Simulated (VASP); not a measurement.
# Si2Ni (Fm-3m) in VASP: further runs

The runs below take Si2Ni through single point, with PBE.

Program: VASP 6.6.1. These are calculated values, not measurements. Logs are shortened: lines on timing, memory, paths and dates and some standing lists are left out, and cuts for length are marked.

### 1 The cell of the first run

Symmetry: Fm-3m, No. 225, cubic system. The conventional cell has a = 5.501 Å, b = 5.501 Å, c = 5.501 Å, α = 90.00°, β = 90.00°, γ = 90.00°. Within 3.1 Å of Si (site symmetry -43m) lie 4 Ni at 2.38 Å and 6 Si at 2.75 Å. Ni (site symmetry m-3m) has 8 Si at 2.38 Å within 3.1 Å.

### 2 Single point, PBE (volume scaled by 1.03)

File INCAR:

```
SYSTEM = Si2Ni
  PREC = Accurate
  ENCUT = 520
  EDIFF = 1E-7
  ISMEAR = 0
  SIGMA = 0.1
  LREAL = .False.
  LASPH = .True.
  NELM = 60
  ALGO = Normal
  ISIF = 2
  LWAVE = .False.
  LCHARG = .True.
  GGA = PE
  LELF = .True.
  LVHAR = .True.
  NBANDS = 16
```

File KPOINTS:

```
Automatic mesh
0
Gamma
  14 14 14
  0 0 0
```

File POSCAR:

```
Si2Ni
1.0
    0.0000000000      2.7503984815      2.7503984815
    2.7503984815      0.0000000000      2.7503984815
    2.7503984815      2.7503984815      0.0000000000
Si Ni
2 1
Direct
    0.2500000000      0.2500000000      0.2500000000
    0.7500000000      0.7500000000      0.7500000000
    0.0000000000      0.0000000000      0.0000000000
```

Potentials or basis: VASP PAW PBE potentials, release 64 (Si, Ni).

The run is started by

```sh
$ cat potpaw_PBE.64/Si/POTCAR potpaw_PBE.64/Ni/POTCAR > POTCAR
$ mpirun -np 1 vasp_std > vasp.out
```

OUTCAR:

```text
SYSTEM = Si2Ni
   PREC = Accurate
   ENCUT = 520
   EDIFF = 1E-7
   ISMEAR = 0
   LREAL = .False.
   LASPH = .True.
   NELM = 60
   ISIF = 2
   GGA = PE

 ion  position               nearest neighbor table
   1  0.250  0.250  0.250-   3 2.38   3 2.38   3 2.38   3 2.38   2 2.75   2 2.75   2 2.75   2 2.75
                             2 2.75   2 2.75
   2  0.750  0.750  0.750-   3 2.38   3 2.38   3 2.38   3 2.38   1 2.75   1 2.75   1 2.75   1 2.75
                             1 2.75   1 2.75
   3  0.000  0.000  0.000-   1 2.38   2 2.38   2 2.38   2 2.38   2 2.38   1 2.38   1 2.38   1 2.38

  LATTYP: Found a face centered cubic cell.
 ALAT       =     5.5007969630

  Lattice vectors:

 A1 = (   0.0000000000,   2.7503984815,   2.7503984815)
 A2 = (   2.7503984815,   0.0000000000,   2.7503984815)
 A3 = (   2.7503984815,   2.7503984815,   0.0000000000)

Analysis of symmetry for initial positions (statically):
=====================================================================
 Subroutine PRICEL returns:
 Original cell was already a primitive cell.

 Routine SETGRP: Setting up the symmetry group for a
 face centered cubic supercell.

 Subroutine GETGRP returns: Found 48 space group operations
 (whereof 48 operations were pure point group operations)
 out of a pool of 48 trial point group operations.

The static configuration has the point symmetry O_h .

Analysis of symmetry for dynamics (positions and initial velocities):
=====================================================================
 Subroutine PRICEL returns:
 Original cell was already a primitive cell.

 Routine SETGRP: Setting up the symmetry group for a
 face centered cubic supercell.

 Subroutine GETGRP returns: Found 48 space group operations
 (whereof 48 operations were pure point group operations)
 out of a pool of 48 trial point group operations.

The dynamic configuration has the point symmetry O_h .

 Subroutine INISYM returns: Found 48 space group operations
 (whereof 48 operations are pure point group operations),
 and found     1 'primitive' translations

----------------------------------------------------------------------------------------

                                     Primitive cell

  volume of cell :      41.6118

  direct lattice vectors                    reciprocal lattice vectors
     0.000000000  2.750398481  2.750398481    -0.181791840  0.181791840  0.181791840
     2.750398481  0.000000000  2.750398481     0.181791840 -0.181791840  0.181791840
     2.750398481  2.750398481  0.000000000     0.181791840  0.181791840 -0.181791840

  length of vectors
     3.889650834  3.889650834  3.889650834     0.314872703  0.314872703  0.314872703

  position of ions in fractional coordinates (direct lattice)
     0.250000000  0.250000000  0.250000000
     0.750000000  0.750000000  0.750000000
     0.000000000  0.000000000  0.000000000

  ion indices of the primitive-cell ions
   primitive index   ion index
                 1           1
                 2           2
                 3           3

----------------------------------------------------------------------------------------

 KPOINTS: Automatic mesh

Automatic generation of k-mesh.
 Grid dimensions read from file:
 generate k-points for:   14   14   14

 Generating k-lattice:

  Cartesian coordinates                     Fractional coordinates (reciprocal lattice)
    -0.012985131  0.012985131  0.012985131     0.071428571  0.000000000  0.000000000
     0.012985131 -0.012985131  0.012985131     0.000000000  0.071428571  0.000000000
     0.012985131  0.012985131 -0.012985131     0.000000000  0.000000000  0.071428571

  Length of vectors
     0.022490907  0.022490907  0.022490907

  Shift w.r.t. Gamma in fractional coordinates (k-lattice)
     0.000000000  0.000000000  0.000000000

 Subroutine IBZKPT returns following result:
 ===========================================

 Found    104 irreducible k-points:

 Following reciprocal coordinates:
            Coordinates               Weight
  0.000000  0.000000  0.000000      1.000000
  0.071429  0.000000  0.000000      8.000000
  0.142857  0.000000  0.000000      8.000000
  0.214286  0.000000  0.000000      8.000000
  0.285714  0.000000  0.000000      8.000000
  0.357143  0.000000  0.000000      8.000000
[... 16 lines left out ...]
  0.214286  0.142857  0.000000     24.000000
  0.285714  0.142857  0.000000     24.000000
 [... further k-points ...]
   k-points           NKPTS =    104   k-points in BZ     NKDIM =    104   number of bands    NBANDS=     16
   number of dos      NEDOS =    301   number of ions     NIONS =      3
   total plane-waves  NPLWV =  27000
   dimension x,y,z NGX =    30 NGY =   30 NGZ =   30
   dimension x,y,z NGXF=    60 NGYF=   60 NGZF=   60
   ions per type =               2   1
   NGX,Y,Z   is equivalent  to a cutoff of  12.82, 12.82, 12.82 a.u.
   NGXF,Y,Z  is equivalent  to a cutoff of  25.64, 25.64, 25.64 a.u.
 SYSTEM =  Si2Ni
   PREC   = accura    normal or accurate (medium, high low for compatibility)
   ISTART =      0    job   : 0-new  1-cont  2-samecut
   ICHARG =      2    charge: 1-file 2-atom 10-const
   ISPIN  =      1    spin polarized calculation?
   LNONCOLLINEAR =      F non collinear calculations
   LSORBIT =      F    spin-orbit coupling
   LASPH  =      T    aspherical Exc in radial PAW
   ENCUT  =  520.0 eV  38.22 Ry    6.18 a.u.   7.23  7.23  7.23*2*pi/ulx,y,z
   NELM   =     60;   NELMIN=  2; NELMDL= -5     # of ELM steps
   EDIFF  = 0.1E-06   stopping-criterion for ELM
   LREAL  =      F    real-space projection
   EDIFFG = 0.1E-05   stopping-criterion for IOM
   NSW    =      0    number of steps for IOM
   IBRION =     -1    ionic relax: 0-MD 1-quasi-New 2-CG
   NFREE  =      0    steps in history (QN), initial steepest desc. (CG)
   ISIF   =      2    stress and relaxation
   ISYM   =      2    0-nonsym 1-usesym 2-fastsym
   POTIM  = 0.5000    time-step for ionic-motion
   TEBEG  =    0.0;   TEEND  =   0.0 temperature during run
   PSTRESS=    0.0 pullay stress
   NELECT =      18.0000    total number of electrons
   NUPDOWN=      -1.0000    fix difference up-down
   EMIN   =  10.00;   EMAX   =-10.00  energy-range for DOS
   EFERMI =   0.00;   METHOD = LEGACY
   ISMEAR =     0;   SIGMA  =   0.10  broadening in eV -4-tet -1-fermi 0-gaus
   EFERMI_NEDOS =   21; number of points for ismear=-14 and -15
   IALGO  =     38    algorithm
   IMIX   =      4    mixing-type and parameters
     AMIX     =   0.40;   BMIX     =  1.00
     AMIX_MAG =   1.60;   BMIX_MAG =  1.00
  volume/ion in A,a.u.               =      13.87        93.60
  Fermi-wavevector in a.u.,A,eV,Ry     =   1.238112  2.339693 20.856672  1.532922
  Thomas-Fermi vector in A             =   2.372651
   LORBIT       =      0    0 simple, 1 ext, 2 COOP (PROOUT), +10 PAW based schemes
   GGA     = PE    functional components
   LHFCALC =     F    Hartree Fock is set to
   AEXX    =    0.0000 exact exchange contribution
   IVDW    =     0    specifies the selected vdW correction
   LEPSILON=     F    determine dielectric tensor
   LRPA    =     F    only Hartree local field effects (RPA)
 non-spin polarized calculation
 Gauss-broadening in eV      SIGMA  =   0.10
  energy-cutoff  :      520.00
  volume of cell :       41.61
 maximum number of plane-waves:      1139
 NGX is ok and might be reduce to    30
   NGX = 15   NGY = 15   NGZ = 15

 number of electron      18.0000006 magnetization

 Free energy of the ion-electron system (eV)
  ---------------------------------------------------
  ext. energy  EPLUGINS =         0.00000000
  ---------------------------------------------------
  free energy    TOTEN  =       -17.35651211 eV

  energy without entropy =      -17.35271019  energy(sigma->0) =      -17.35461115

 E-fermi :   9.6720     XC(G=0): -11.3486

 val. band max:        9.5876986098   @ k =   0.4286   0.2857   0.0000
 cond. band min:       9.6903379085   @ k =  -0.4286   0.4286   0.0714
 fundamental gap:      0.1026392987
 Fermi energy:         9.6720278407

 k-point     1 :       0.0000    0.0000    0.0000
  band No.  band energies     occupation
      1      -3.6654      2.00000
      2       4.8322      2.00000
      3       4.8322      2.00000
      4       4.8322      2.00000
      5       6.4704      2.00000
      6       6.4704      2.00000
[... 8 lines left out ...]
     15      14.3159      0.00000
     16      14.3159      0.00000

 k-point     2 :       0.0714    0.0000    0.0000
  band No.  band energies     occupation
      1      -3.5927      2.00000
      2       4.6625      2.00000
      3       4.8555      2.00000
      4       4.8555      2.00000
      5       6.4568      2.00000
      6       6.4568      2.00000
[... 8 lines left out ...]
     15      14.0606      0.00000
     16      14.1963      0.00000

 k-point     3 :       0.1429    0.0000    0.0000
  band No.  band energies     occupation
      1      -3.3754      2.00000
      2       4.1916      2.00000
      3       4.9213      2.00000
      4       4.9213      2.00000
      5       6.4242      2.00000
      6       6.4242      2.00000
[... 8 lines left out ...]
     15      13.9935      0.00000
     16      14.2987      0.00000

 k-point     4 :       0.2143    0.0000    0.0000
  band No.  band energies     occupation
      1      -3.0161      2.00000
      2       3.4891      2.00000
      3       5.0162      2.00000
      4       5.0162      2.00000
      5       6.3960      2.00000
      6       6.3960      2.00000
[... 8 lines left out ...]
     15      14.6644      0.00000
     16      15.2064      0.00000
[... 324 lines left out ...]
 k-point    22 :       0.1429    0.1429    0.0000
  band No.  band energies     occupation
      1      -3.2788      2.00000
      2       4.2409      2.00000
      3       4.8662      2.00000
      4       4.8662      2.00000
      5       6.2265      2.00000
      6       6.5376      2.00000
[... 8 lines left out ...]
     15      15.0766      0.00000
     16      15.0766      0.00000

 k-point    23 :       0.2143    0.1429    0.0000
  band No.  band energies     occupation
      1      -3.0154      2.00000
      2       3.8485      2.00000
      3       4.9061      2.00000
      4       4.9320      2.00000
      5       6.0865      2.00000
      6       6.5628      2.00000
[... 8 lines left out ...]
     15      15.7487      0.00000
     16      15.8267      0.00000

 k-point    24 :       0.2857    0.1429    0.0000
  band No.  band energies     occupation
      1      -2.6126      2.00000
      2       3.2150      2.00000
      3       4.9798      2.00000
      4       5.0264      2.00000
      5       5.9611      2.00000
      6       6.5886      2.00000
[... 8 lines left out ...]
     15      16.6902      0.00000
     16      16.8683      0.00000

 [... further k-points ...]

------------------------ aborting loop because EDIFF is reached ----------------------------------------

  FORCE on cell =-STRESS in cart. coord.  units (eV):
  Direction    XX          YY          ZZ          XY          YZ          ZX
  --------------------------------------------------------------------------------------
  -------------------------------------------------------------------------------------
  Total       -1.0532512     -1.0532512     -1.0532512     -0.0000000     -0.0000000     -0.0000000
  in kB      -40.5532530    -40.5532530    -40.5532530     -0.0000000     -0.0000000     -0.0000000
  external PRESSURE =     -40.5532530 kB  Pullay stress =       0.0000000 kB

 VOLUME and BASIS-vectors are now :
 -----------------------------------------------------------------------------
  energy-cutoff  :      520.00
  volume of cell :       41.61
      direct lattice vectors                 reciprocal lattice vectors
     0.000000000  2.750398481  2.750398481    -0.181791840  0.181791840  0.181791840
     2.750398481  0.000000000  2.750398481     0.181791840 -0.181791840  0.181791840
     2.750398481  2.750398481  0.000000000     0.181791840  0.181791840 -0.181791840

 POSITION                                       TOTAL-FORCE (eV/Angst)
 -----------------------------------------------------------------------------------
      1.37520      1.37520      1.37520         0.000000      0.000000     -0.000000
      4.12560      4.12560      4.12560         0.000000      0.000000      0.000000
      0.00000      0.00000      0.00000        -0.000000     -0.000000     -0.000000
 -----------------------------------------------------------------------------------
    total drift:                                0.000000     -0.000000     -0.000000

  FREE ENERGIE OF THE ION-ELECTRON SYSTEM (eV)
  ---------------------------------------------------
  free  energy   TOTEN  =       -17.3565121083 eV

  energy  without entropy=      -17.3527101929  energy(sigma->0) =      -17.35461115
```

Wall time 3 min (1 thread of Intel Xeon 8259CL, shared host); peak memory 0.22 GiB.

Results:

```
Free energy            : -17.3565 eV
Pressure               : -4.1 GPa
Band gap on the k mesh : zero (band 9 reaches 11.33 eV, above the bottom of band 10 at 9.14 eV)
```

 Spin polarisation is off, so any magnetic state and its effect on volume and gap are missing.

### 3 Single point, PBE (volume scaled by 1.06)

File INCAR:

```
  ALGO = Normal
  EDIFF = 1E-7
  ENCUT = 520
  GGA = PE
  ISIF = 2
  ISMEAR = 0
  LASPH = True
  LCHARG = True
  LELF = True
  LREAL = False
  LVHAR = True
  LWAVE = False
  NBANDS = 16
  NELM = 80
  PREC = Accurate
  SIGMA = 0.1
```

File KPOINTS:

```
k-points
0
Gamma
  14 14 14
```

File POSCAR:

```
Si2Ni
1.0
    0.0000000000      2.7768462432      2.7768462432
    2.7768462432      0.0000000000      2.7768462432
    2.7768462432      2.7768462432      0.0000000000
Si Ni
2 1
Direct
    0.2500000000      0.2500000000      0.2500000000
    0.7500000000      0.7500000000      0.7500000000
    0.0000000000      0.0000000000      0.0000000000
```

Potentials or basis: VASP PAW PBE potentials, release 64 (Si, Ni).

The run is started by

```sh
$ cat potpaw_PBE.64/Si/POTCAR potpaw_PBE.64/Ni/POTCAR > POTCAR
$ mpirun -np 1 vasp_std > vasp.out
```

It took 2.9 min on 1 thread of Intel Xeon 8259CL, shared host; peak memory 0.22 GiB.

Results (log left out):

```
Free energy            : -17.3125 eV
Pressure               : -7.5 GPa
Band gap on the k mesh : zero (band 9 reaches 10.89 eV, above the bottom of band 10 at 8.66 eV)
```

Levels at points of the mesh, in eV from the Fermi level:
```
           k point  band 7  band 8  band 9  band 10  band 11  band 12
(0.00, 0.00, 0.00)   -0.84    1.67    1.67     1.67     2.48     2.48
(0.50, 0.00, 0.00)   -2.86   -1.17   -1.17     1.72     1.84     1.84
(0.50, 0.50, 0.00)   -3.13   -2.97   -2.67    -0.45     1.65     7.75
```

 Spin polarisation is off, so any magnetic state and its effect on volume and gap are missing.
